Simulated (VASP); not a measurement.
NiO: single point with PBE+U

Crystal: NiO.

```
Ni O
1.0
     1.48318    0.85631    2.42204
    -1.48318    0.85631    2.42204
     0.00000   -5.13240   -0.00194
Ni O
2 2
Direct
  0.00000 0.00000 0.00000
  0.50000 0.50000 0.50000
  0.75000 0.75000 0.25000
  0.25000 0.25000 0.75000
```

```yaml
Program: VASP 6.6.1
Task: single point
Functional: PBE
Potentials_or_basis: VASP PAW PBE potentials, release 64 (Ni, O)
Cutoff: 520 eV
k_mesh: 10 × 10 × 6
Occupations: gaussian, width 0.05 eV
Spin: collinear spin, antiferromagnetic start
Starting_moments: "[1.84, -1.84, 0.0, 0.0] μB"
Hubbard_terms: Ni d U = 6.2 eV
```

```json
{
 "Pressure": "-1.4 GPa",
 "Band gap on the k mesh": "3.33 eV",
 "Net moment": "0.00 μB per cell",
 "Site moments": "Ni +1.75, -1.75; O +0.00 μB",
 "Valence electrons inside the program's atomic spheres": "Ni 8.98; O 5.02"
}
```

Levels at points of the mesh, in eV from the valence-band top:
Spin up:
```tsv
k point	band 12	band 13	band 14	band 15	band 16	band 17	band 18	band 19	band 20	band 21
(0.00, 0.00, 0.00)	-0.77	-0.77	-0.76	-0.74	-0.74	3.33	4.32	4.32	7.31	11.76
(0.50, 0.00, 0.00)	-2.22	-1.85	-1.72	-1.22	-0.60	4.26	4.27	9.07	9.36	11.23
(0.50, 0.50, 0.00)	-2.13	-2.12	-1.96	-0.66	-0.53	4.50	4.66	7.32	7.82	11.74
(0.00, 0.00, 0.50)	-1.91	-1.36	-1.36	0.00	0.00	4.18	4.18	6.03	6.15	13.24
```
Spin down:
| k point | band 12 | band 13 | band 14 | band 15 | band 16 | band 17 | band 18 | band 19 | band 20 | band 21 |
| --- | --- | --- | --- | --- | --- | --- | --- | --- | --- | --- |
| (0.00, 0.00, 0.00) | -0.77 | -0.77 | -0.76 | -0.74 | -0.74 | 3.33 | 4.32 | 4.32 | 7.31 | 11.76 |
| (0.50, 0.00, 0.00) | -2.22 | -1.85 | -1.72 | -1.22 | -0.60 | 4.26 | 4.27 | 9.07 | 9.36 | 11.23 |
| (0.50, 0.50, 0.00) | -2.13 | -2.12 | -1.96 | -0.66 | -0.53 | 4.50 | 4.66 | 7.32 | 7.82 | 11.74 |
| (0.00, 0.00, 0.50) | -1.91 | -1.36 | -1.36 | 0.00 | 0.00 | 4.18 | 4.18 | 6.03 | 6.15 | 13.24 |

Eigenvalues of the final occupation matrices:
| site | spin | trace | eigenvalues |
| --- | --- | --- | --- |
| site 1 d | 1 | 5.01 | 0.98 0.98 0.98 1.03 1.03 |
| site 1 d | 2 | 3.25 | 0.15 0.15 0.98 0.98 0.98 |
| site 2 d | 1 | 3.25 | 0.15 0.15 0.98 0.98 0.98 |
| site 2 d | 2 | 5.01 | 0.98 0.98 0.98 1.03 1.03 |

It took 4.2 min on 1 thread of Intel(R) Xeon(R) Platinum 8259CL CPU @ 2.50GHz (Skylake/Cascade Lake), on a shared host, peak memory 0.35 GiB.

A k mesh can miss the band edges. The state reached can hang on the start; a lower one may exist.
